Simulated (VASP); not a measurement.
Here is a VASP 6.6.1 calculation.

File INCAR:

```
SYSTEM = V
  ALGO = Normal
  EDIFF = 1E-6
  ENCUT = 520
  GGA = PS
  ISIF = 2
  ISMEAR = -1
  LASPH = .True.
  LCHARG = .False.
  LREAL = .False.
  LWAVE = .False.
  NBANDS = 12
  NELM = 80
  PREC = Accurate
  SIGMA = 0.08
```

KPOINTS

```
k-points
0
Gamma
  15 15 15
  0 0 0
```

The input POSCAR:

```
V
1.0
    2.4515863266      0.0000000000      0.0000000000
    0.0000000000      2.4515863266      0.0000000000
    0.0000000000      0.0000000000      2.4515863266
V
1
Direct
    0.0000000000      0.0000000000      0.0000000000
```

Potentials or basis: VASP PAW PBE potentials, release 64 (V_sv).

The run is started by

```bash
$ cat potpaw_PBE.64/V_sv/POTCAR > POTCAR
$ mpirun -np 1 vasp_std > vasp.out
```

Question: Predict the pressure.

Answer: -5.9 GPa.

Caveat: the PAW data sets were made with another functional, which shifts forces and pressure a little.
